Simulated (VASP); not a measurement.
# As (R-3m) in VASP: single point with PBEsol

Aim: the single point of As with PBEsol.

Program: VASP 6.6.1. These are calculated values, not measurements. Logs are shortened: lines on timing, memory, paths and dates and some standing lists are left out, and cuts for length are marked.

## Step 1: The cell of the first run

Symmetry: R-3m, No. 166, trigonal system. The conventional cell has a = 3.759 Å, b = 3.759 Å, c = 10.457 Å, α = 90.00°, β = 90.00°, γ = 120.00°. As (site symmetry 3m) has 6 As at 2.52 to 3.10 Å within 3.3 Å.

## Step 2: Single point, PBEsol

INCAR

```
SYSTEM = As
  PREC = Accurate
  ENCUT = 500
  EDIFF = 1E-6
  ISMEAR = 0
  SIGMA = 0.1
  LREAL = .FALSE.
  LASPH = .TRUE.
  NELM = 120
  ALGO = Normal
  ISIF = 2
  LWAVE = .FALSE.
  LCHARG = .FALSE.
  GGA = PS
  NELECT = 8.0
  NBANDS = 12
  GGA_COMPAT = .FALSE.
```

KPOINTS

```
regular mesh
0
G
  6 6 6
  0 0 0
```

POSCAR

```
As
1.0
    1.8797494575      1.0852738553      3.4857700000
   -1.8797494575      1.0852738553      3.4857700000
    0.0000000000     -2.1705477106      3.4857700000
As
2
Direct
    0.2275400000      0.2275400000      0.2275400000
    0.7724600000      0.7724600000      0.7724600000
```

Potentials or basis: VASP PAW PBE potentials, release 64 (As).

Run with:

```
cat potpaw_PBE.64/As/POTCAR > POTCAR
mpirun -np 1 vasp_std > vasp.out
```

OUTCAR:

```text
SYSTEM = As
   PREC = Accurate
   ENCUT = 500
   EDIFF = 1E-6
   ISMEAR = 0
   LREAL = .FALSE.
   LASPH = .TRUE.
   NELM = 120
   ISIF = 2
   GGA = PS
   NELECT = 8.0

 ion  position               nearest neighbor table
   1  0.228  0.228  0.228-   2 2.52   2 2.52   2 2.52
   2  0.772  0.772  0.772-   1 2.52   1 2.52   1 2.52

  LATTYP: Found a trigonal (rhomboedric) cell.
 ALAT       =     4.1063207202
 COS(alpha) =     0.5808936906

  Lattice vectors:

 A1 = (   1.8797494575,   1.0852738553,   3.4857700000)
 A2 = (  -1.8797494575,   1.0852738553,   3.4857700000)
 A3 = (   0.0000000000,  -2.1705477106,   3.4857700000)

Analysis of symmetry for initial positions (statically):
=====================================================================
 Subroutine PRICEL returns:
 Original cell was already a primitive cell.

 Routine SETGRP: Setting up the symmetry group for a
 trigonal (rhombohedral) supercell.

 Subroutine GETGRP returns: Found 12 space group operations
 (whereof 12 operations were pure point group operations)
 out of a pool of 12 trial point group operations.

The static configuration has the point symmetry D_3d.

Analysis of symmetry for dynamics (positions and initial velocities):
=====================================================================
 Subroutine PRICEL returns:
 Original cell was already a primitive cell.

 Routine SETGRP: Setting up the symmetry group for a
 trigonal (rhombohedral) supercell.

 Subroutine GETGRP returns: Found 12 space group operations
 (whereof 12 operations were pure point group operations)
 out of a pool of 12 trial point group operations.

The dynamic configuration has the point symmetry D_3d.

 Subroutine INISYM returns: Found 12 space group operations
 (whereof 12 operations are pure point group operations),
 and found     1 'primitive' translations

----------------------------------------------------------------------------------------

                                     Primitive cell

  volume of cell :      42.6667

  direct lattice vectors                    reciprocal lattice vectors
     1.879749457  1.085273855  3.485770000     0.265992895  0.153571070  0.095626887
    -1.879749457  1.085273855  3.485770000    -0.265992895  0.153571070  0.095626887
     0.000000000 -2.170547711  3.485770000     0.000000000 -0.307142139  0.095626887

  length of vectors
     4.106320720  4.106320720  4.106320720     0.321684310  0.321684310  0.321684310

  position of ions in fractional coordinates (direct lattice)
     0.227540000  0.227540000  0.227540000
     0.772460000  0.772460000  0.772460000

  ion indices of the primitive-cell ions
   primitive index   ion index
                 1           1
                 2           2

----------------------------------------------------------------------------------------

 KPOINTS: regular mesh

Automatic generation of k-mesh.
 Grid dimensions read from file:
 generate k-points for:    6    6    6

 Generating k-lattice:

  Cartesian coordinates                     Fractional coordinates (reciprocal lattice)
     0.044332149  0.025595178  0.015937814     0.166666667 -0.000000000 -0.000000000
    -0.044332149  0.025595178  0.015937814    -0.000000000  0.166666667 -0.000000000
     0.000000000 -0.051190357  0.015937814    -0.000000000 -0.000000000  0.166666667

  Length of vectors
     0.053614052  0.053614052  0.053614052

  Shift w.r.t. Gamma in fractional coordinates (k-lattice)
     0.000000000  0.000000000  0.000000000

 Subroutine IBZKPT returns following result:
 ===========================================

 Found     32 irreducible k-points:

 Following reciprocal coordinates:
            Coordinates               Weight
  0.000000  0.000000  0.000000      1.000000
  0.166667  0.000000  0.000000      6.000000
  0.333333  0.000000  0.000000      6.000000
  0.500000  0.000000  0.000000      3.000000
  0.166667  0.166667  0.000000      6.000000
  0.333333  0.166667  0.000000     12.000000
[... 16 lines left out ...]
  0.500000  0.500000  0.166667      6.000000
 -0.333333  0.500000  0.166667     12.000000
 [... further k-points ...]
   k-points           NKPTS =     32   k-points in BZ     NKDIM =     32   number of bands    NBANDS=     12
   number of dos      NEDOS =    301   number of ions     NIONS =      2
   total plane-waves  NPLWV =  27000
   dimension x,y,z NGX =    30 NGY =   30 NGZ =   30
   dimension x,y,z NGXF=    60 NGYF=   60 NGZF=   60
   ions per type =               2
   NGX,Y,Z   is equivalent  to a cutoff of  12.15, 12.15, 12.15 a.u.
   NGXF,Y,Z  is equivalent  to a cutoff of  24.29, 24.29, 24.29 a.u.
 SYSTEM =  As
   PREC   = accura    normal or accurate (medium, high low for compatibility)
   ISTART =      0    job   : 0-new  1-cont  2-samecut
   ICHARG =      2    charge: 1-file 2-atom 10-const
   ISPIN  =      1    spin polarized calculation?
   LNONCOLLINEAR =      F non collinear calculations
   LSORBIT =      F    spin-orbit coupling
   LASPH  =      T    aspherical Exc in radial PAW
   ENCUT  =  500.0 eV  36.75 Ry    6.06 a.u.   7.49  7.49  7.49*2*pi/ulx,y,z
   NELM   =    120;   NELMIN=  2; NELMDL= -5     # of ELM steps
   EDIFF  = 0.1E-05   stopping-criterion for ELM
   LREAL  =      F    real-space projection
   EDIFFG = 0.1E-04   stopping-criterion for IOM
   NSW    =      0    number of steps for IOM
   IBRION =     -1    ionic relax: 0-MD 1-quasi-New 2-CG
   NFREE  =      0    steps in history (QN), initial steepest desc. (CG)
   ISIF   =      2    stress and relaxation
   ISYM   =      2    0-nonsym 1-usesym 2-fastsym
   POTIM  = 0.5000    time-step for ionic-motion
   TEBEG  =    0.0;   TEEND  =   0.0 temperature during run
   PSTRESS=    0.0 pullay stress
   NELECT =       8.0000    total number of electrons
   NUPDOWN=      -1.0000    fix difference up-down
   EMIN   =  10.00;   EMAX   =-10.00  energy-range for DOS
   EFERMI =   0.00;   METHOD = LEGACY
   ISMEAR =     0;   SIGMA  =   0.10  broadening in eV -4-tet -1-fermi 0-gaus
   EFERMI_NEDOS =   21; number of points for ismear=-14 and -15
   IALGO  =     38    algorithm
   IMIX   =      4    mixing-type and parameters
     AMIX     =   0.40;   BMIX     =  1.00
     AMIX_MAG =   1.60;   BMIX_MAG =  1.00
  volume/ion in A,a.u.               =      21.33       143.96
  Fermi-wavevector in a.u.,A,eV,Ry     =   0.937005  1.770682 11.945611  0.877978
  Thomas-Fermi vector in A             =   2.064072
   LORBIT       =      0    0 simple, 1 ext, 2 COOP (PROOUT), +10 PAW based schemes
   GGA     = PS    functional components
   LHFCALC =     F    Hartree Fock is set to
   AEXX    =    0.0000 exact exchange contribution
   IVDW    =     0    specifies the selected vdW correction
   LEPSILON=     F    determine dielectric tensor
   LRPA    =     F    only Hartree local field effects (RPA)
 non-spin polarized calculation
 Gauss-broadening in eV      SIGMA  =   0.10
  energy-cutoff  :      500.00
  volume of cell :       42.67
 maximum number of plane-waves:      1099
 NGX is ok and might be reduce to    30
   NGX = 15   NGY = 15   NGZ = 15

 number of electron      10.0000000 magnetization

 number of electron       8.0000000 magnetization

 Free energy of the ion-electron system (eV)
  ---------------------------------------------------
  ext. energy  EPLUGINS =         0.00000000
  ---------------------------------------------------
  free energy    TOTEN  =       -18.00425350 eV

  energy without entropy =      -17.99785438  energy(sigma->0) =      -18.00105394

 E-fermi :   3.0939     XC(G=0):  -9.4225

 val. band max:        3.0736852936   @ k =   0.0000   0.0000   0.0000
 cond. band min:       3.1246873424   @ k =  -0.1667   0.1667   0.1667
 fundamental gap:      0.0510020488
 Fermi energy:         3.0939058580

 k-point     1 :       0.0000    0.0000    0.0000
  band No.  band energies     occupation
      1      -9.4874      2.00000
      2      -0.6049      2.00000
      3       3.0737      1.22509
      4       3.5170      0.00000
      5       3.5170      0.00000
      6       7.5252      0.00000
      7       8.6066      0.00000
      8       8.6066      0.00000
      9      12.8779      0.00000
     10      12.8779      0.00000
     11      13.1951      0.00000
     12      14.5783      0.00000

 k-point     2 :       0.1667    0.0000    0.0000
  band No.  band energies     occupation
      1      -9.1242      2.00000
      2      -1.7112      2.00000
      3       3.0210      1.69760
      4       3.3116      0.00208
      5       3.6886      0.00000
      6       7.5519      0.00000
      7       8.0963      0.00000
      8       8.2069      0.00000
      9      11.8637      0.00000
     10      12.5531      0.00000
     11      12.9961      0.00000
     12      16.5678      0.00000

 k-point     3 :       0.3333    0.0000    0.0000
  band No.  band energies     occupation
      1      -8.0685      2.00000
      2      -3.9195      2.00000
      3       2.8401      1.99967
      4       2.9755      1.90605
      5       4.4379      0.00000
      6       6.3586      0.00000
      7       6.9366      0.00000
      8       7.3618      0.00000
      9      13.0412      0.00000
     10      13.9010      0.00000
     11      14.9897      0.00000
     12      18.3594      0.00000
[... 286 lines left out ...]
 k-point    23 :       0.5000    0.5000    0.1667
  band No.  band energies     occupation
      1      -7.3217      2.00000
      2      -4.0401      2.00000
      3      -0.2289      2.00000
      4       1.8991      2.00000
      5       2.5321      2.00000
      6       8.1960      0.00000
      7       9.8897      0.00000
      8      11.5796      0.00000
      9      12.1293      0.00000
     10      16.9462      0.00000
     11      17.2702      0.00000
     12      17.7400      0.00000

 k-point    24 :      -0.3333    0.5000    0.1667
  band No.  band energies     occupation
      1      -6.5851      2.00000
      2      -4.7893      2.00000
      3      -0.2794      2.00000
      4       0.6757      2.00000
      5       3.3879      0.00003
      6       7.9068      0.00000
      7       9.8268      0.00000
      8      11.9826      0.00000
      9      12.3588      0.00000
     10      14.6840      0.00000
     11      17.6189      0.00000
     12      18.6860      0.00000

 [... further k-points ...]

------------------------ aborting loop because EDIFF is reached ----------------------------------------

  FORCE on cell =-STRESS in cart. coord.  units (eV):
  Direction    XX          YY          ZZ          XY          YZ          ZX
  --------------------------------------------------------------------------------------
  -------------------------------------------------------------------------------------
  Total      -19.8277541    -19.8277541    -20.7838840      0.0000000     -0.0000000      0.0000000
  in kB     -744.5516316   -744.5516316   -780.4552482      0.0000000     -0.0000000      0.0000000
  external PRESSURE =    -756.5195038 kB  Pullay stress =       0.0000000 kB

 VOLUME and BASIS-vectors are now :
 -----------------------------------------------------------------------------
  energy-cutoff  :      500.00
  volume of cell :       42.67
      direct lattice vectors                 reciprocal lattice vectors
     1.879749457  1.085273855  3.485770000     0.265992895  0.153571070  0.095626887
    -1.879749457  1.085273855  3.485770000    -0.265992895  0.153571070  0.095626887
     0.000000000 -2.170547711  3.485770000     0.000000000 -0.307142139  0.095626887

 POSITION                                       TOTAL-FORCE (eV/Angst)
 -----------------------------------------------------------------------------------
      0.00000      0.00000      2.37946         0.000000      0.000000      0.190688
      0.00000      0.00000      8.07785         0.000000      0.000000     -0.190688
 -----------------------------------------------------------------------------------
    total drift:                               -0.000000      0.000000     -0.000000

  FREE ENERGIE OF THE ION-ELECTRON SYSTEM (eV)
  ---------------------------------------------------
  free  energy   TOTEN  =       -18.0042535032 eV

  energy  without entropy=      -17.9978543836  energy(sigma->0) =      -18.00105394
```

Run time: 20 s. Hardware: 1 thread of Intel Xeon Platinum 8375C at 2.90GHz (Ice Lake), shared host; peak memory 0.16 GiB.

Results:

```yaml
Free_energy: -18.0043 eV
Largest_force: 0.191 eV/Å
```

Forces in eV/Å, atoms in the order of the input:
```
As   0.000  0.000  0.191
As   0.000  0.000 -0.191
```

Caveat: the cell carries a net charge on a neutralising background, which shifts energy and pressure; the cell is charged against a uniform background, so pressure and absolute levels hang on convention; the PAW data sets were made with another functional, which shifts forces and pressure a little.
